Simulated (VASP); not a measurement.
Runs of VASP 6.6.1 on Se. The structure is that of space group P3_121 (No. 152), or close to it. The cells are those of the table. 

| cell | gap on the mesh (eV) | pressure (GPa) | largest force (eV/Å) |
| --- | --- | --- | --- |
| a = 3.994, b = 3.994, c = 5.035 Å, angles 90.0, 90.0, 120.0°, 3 atoms | 0.53 | 4.2 | 0.45 |
| a = 3.873, b = 3.873, c = 5.507 Å, angles 90.0, 90.0, 120.0°, 3 atoms | none | (a) | 0.07 |
| a = 4.179, b = 4.179, c = 4.860 Å, angles 90.0, 90.0, 120.0°, 3 atoms | (b) | 1.7 | 0.09 |
| a = 3.942, b = 3.942, c = 5.606 Å, angles 90.0, 90.0, 120.0°, 3 atoms | none | -4.0 | 0.22 |
| a = 4.159, b = 4.159, c = 5.036 Å, angles 90.0, 90.0, 120.0°, 3 atoms | 0.71 | -0.8 | (c) |

Alike in all rows: task single point; level PBE+D3(BJ); potentials or basis VASP PAW PBE potentials, release 64 (Se); no spin polarisation; k mesh 12 × 12 × 8; cutoff (eV) 520; smearing gaussian 0.05 eV.

**Question.** Estimate the missing entries.

**Answer.** (a) -0.9; (b) 0.55; (c) 0.15.

Caveats: pairwise dispersion overbinds metals, which lowers pressure and volume (some runs).

A k mesh can miss the band edges, and the runs leave out spin-orbit coupling on Se.

A gap of «none» marks levels without a gap at the run's occupations.
